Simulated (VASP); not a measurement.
Mo: single point with PBEsol

The system is Mo.

```
Mo
1.0
     2.67378    0.00000    0.00000
    -1.33689    2.31556    0.00000
     0.00000    0.00000    2.36747
Mo
1
Cartesian
  0.0000 0.0000 1.1837
```

This cell differs from its parent crystal: strain -0.025 along x and y, -0.050 along z.

```json
{
 "Program": "VASP 6.6.1",
 "Task": "single point",
 "Functional": "PBEsol",
 "Potentials or basis": "VASP PAW PBE potentials, release 64 (Mo_sv)",
 "Cutoff": "520 eV",
 "k mesh": "24 × 24 × 24",
 "Occupations": "gaussian, width 0.15 eV",
 "Spin": "no spin polarisation"
}
```

```
Pressure               : 30.4 GPa
Band gap on the k mesh : zero (band 7 reaches 14.51 eV, above the bottom of band 8 at 12.10 eV)
```

Stress tensor (GPa, compression positive):
```
25.62  0.00  0.00
 0.00 25.62  0.00
 0.00  0.00 39.83
```

Levels at points of the mesh, in eV from the Fermi level:
```tsv
k point	band 5	band 6	band 7	band 8	band 9	band 10
(0.00, 0.00, 0.00)	-7.06	-5.00	-1.12	-1.12	5.29	5.29
(0.50, 0.00, 0.00)	-5.53	-3.69	1.28	2.05	4.59	4.89
(0.00, 0.00, 0.50)	-3.45	0.15	0.15	0.32	0.32	0.73
(0.50, 0.00, 0.50)	-6.33	-3.39	-1.09	5.48	7.14	7.69
```

Run time: 44 s on 1 thread of Intel(R) Xeon(R) 6975P-C (Granite Rapids), with other jobs on the host, peak memory 0.24 GiB.

Caveat: the cell differs from its parent crystal (strain -0.025 along x and y, -0.050 along z); the PAW data sets were made with another functional, which shifts forces and pressure a little.
